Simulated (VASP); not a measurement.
Set up this calculation in VASP 6.6.1, as the native input.

```yaml
Task: relaxation of cell and atoms
Functional: PBE
Potentials_or_basis: VASP PAW PBE potentials, release 64 (Sb)
Cutoff: 600 eV
k_mesh: 18 × 18 × 18
Occupations: gaussian, width 0.1 eV
Spin: no spin polarisation
Dipole_correction: no
Further_INCAR_settings: ALGO = Normal; EDIFF = 1e-07; IBRION = 2; EDIFFG = -0.01; NSW = 100; ISIF = 3
```

The structure of Sb lies in POSCAR:

```
Sb
1.0
    3.0906790882      0.0000000000      0.0000000000
    0.0000000000      3.0906790882      0.0000000000
    0.0000000000      0.0000000000      3.1841658698
Sb
1
Direct
    0.0000000000      0.0000000000      0.0000000000
```

These files were run (other wordings do the same):

INCAR

```
SYSTEM = Sb
PREC     = Accurate       ! precision mode
ENCUT    = 600            ! plane-wave cutoff, eV
EDIFF    = 1E-7           ! SCF threshold, eV
ISMEAR   = 0              ! smearing method
SIGMA    = 0.1            ! smearing width, eV
LREAL    = .FALSE.        ! projectors in reciprocal space
LASPH    = .TRUE.         ! aspherical terms in the spheres
NELM     = 80             ! most SCF steps
ALGO     = Normal         ! electronic algorithm
ISIF     = 3              ! what is computed and relaxed
LWAVE    = .FALSE.        ! write WAVECAR
LCHARG   = .FALSE.        ! write CHGCAR
GGA      = PE             ! functional
IBRION   = 2              ! ionic algorithm
NSW      = 100            ! ionic steps
EDIFFG   = -0.01          ! ionic threshold
```

KPOINTS

```
regular mesh
0
G
  18 18 18
  0 0 0
```

Potentials or basis: VASP PAW PBE potentials, release 64 (Sb).

Launch:

```sh
$ cat potpaw_PBE.64/Sb/POTCAR > POTCAR
$ mpirun -np 1 vasp_std > vasp.out
```

It gave:

| Property | Result |
| --- | --- |
| Relaxed volume | 30.05 Å³/atom |
| Relaxed cell | a = 3.109 Å, b = 3.109 Å, c = 3.109 Å, α = 90.00°, β = 90.00°, γ = 90.00° |
| Space group after relaxing (to 0.05 Å) | Pm-3m (No. 221) |
| Energy gained by relaxing | 6.8 meV/atom |
| Ionic steps | 5 |
| Pressure after relaxing | 0.0 GPa |

Run time: 3.1 min on 1 thread of Intel Xeon 6975P-C, with other jobs on the host, peak memory 0.28 GiB.
